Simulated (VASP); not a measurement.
A run of VASP 6.6.1:

INCAR

```
SYSTEM = Ge
ALGO = Normal
EDIFF = 1E-6
ENCUT = 500
GGA = PS
GGA_COMPAT = .FALSE.
ISIF = 2
ISMEAR = -1
LASPH = .TRUE.
LCHARG = .TRUE.
LELF = .TRUE.
LREAL = .FALSE.
LVHAR = .TRUE.
LWAVE = .FALSE.
NBANDS = 21
NELM = 120
PREC = Accurate
SIGMA = 0.15
```

KPOINTS

```
k-points
0
G
  4 4 2
  0 0 0
```

The input POSCAR:

```
Ge
1.0
    1.4880529300     -2.5946896100      0.0000000000
    1.4880529300      2.5946896100      0.0000000000
    0.0000000000      0.0000000000      4.7275957900
Ge
2
Direct
    0.6665533705      0.3334466295      0.2500000005
    0.3334466295      0.6665533705      0.7499999995
```

Potentials or basis: VASP PAW PBE potentials, release 64 (Ge_d).

The run is started by

```bash
$ cat potpaw_PBE.64/Ge_d/POTCAR > POTCAR
$ mpirun -np 1 vasp_std > vasp.out
```

Hardware: 1 thread of Intel Xeon 6975P-C, on a shared host.

**Question.** How long does it take, and how much memory?

**Answer.** It took 7.6 s on 1 thread of Intel Xeon 6975P-C, with other jobs on the host, peak memory 0.15 GiB. Counts: scf iterations 11, k points 14.
